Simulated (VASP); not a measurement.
Write the native input for VASP 6.6.1 that does the following.

| Quantity | Value |
| --- | --- |
| Task | single point |
| Functional | PBEsol |
| Potentials or basis | VASP PAW PBE potentials, release 64 (Na_pv, Cl) |
| Cutoff | 520 eV |
| k mesh | 8 × 8 × 8 |
| Occupations | gaussian, width 0.05 eV |
| Spin | no spin polarisation |
| Dipole correction | no |
| Further INCAR settings | ALGO = Normal; EDIFF = 1e-06; NBANDS = 14 |

The structure of NaCl lies in POSCAR:

```
NaCl
1.0
    0.0000000000      3.0582900000      3.0582900000
    3.0582900000      0.0000000000      3.0582900000
    3.0582900000      3.0582900000      0.0000000000
Na Cl
1 1
Direct
    0.0000000000      0.0000000000      0.0000000000
    0.5000000000      0.5000000000      0.5000000000
```

This cell differs from its parent crystal: strain +0.080 along x and y, +0.080 along z.

The input as run:

INCAR

```
SYSTEM = NaCl
ALGO = Normal
EDIFF = 1E-6
ENCUT = 520
GGA = PS
ISIF = 2
ISMEAR = 0
LASPH = .TRUE.
LCHARG = .FALSE.
LREAL = .FALSE.
LWAVE = .FALSE.
NBANDS = 14
NELM = 60
PREC = Accurate
SIGMA = 0.05
```

KPOINTS

```
k-points
0
G
  8 8 8
  0 0 0
```

Potentials or basis: VASP PAW PBE potentials, release 64 (Na_pv, Cl).

The run is started by

```sh
$ cat potpaw_PBE.64/Na_pv/POTCAR potpaw_PBE.64/Cl/POTCAR > POTCAR
$ mpirun -np 1 vasp_std > vasp.out
```

Results of the run:

* Pressure: -3.7 GPa
* Band gap on the k mesh: 4.19 eV, direct

Caveat: the cell differs from its parent crystal (strain +0.080 along x and y, +0.080 along z); the PAW data sets were made with another functional, which shifts forces and pressure a little.

It took 18 s on 1 thread of AMD EPYC 7R43 64-Core Processor (Zen 3), with other jobs on the host, peak memory 0.14 GiB.
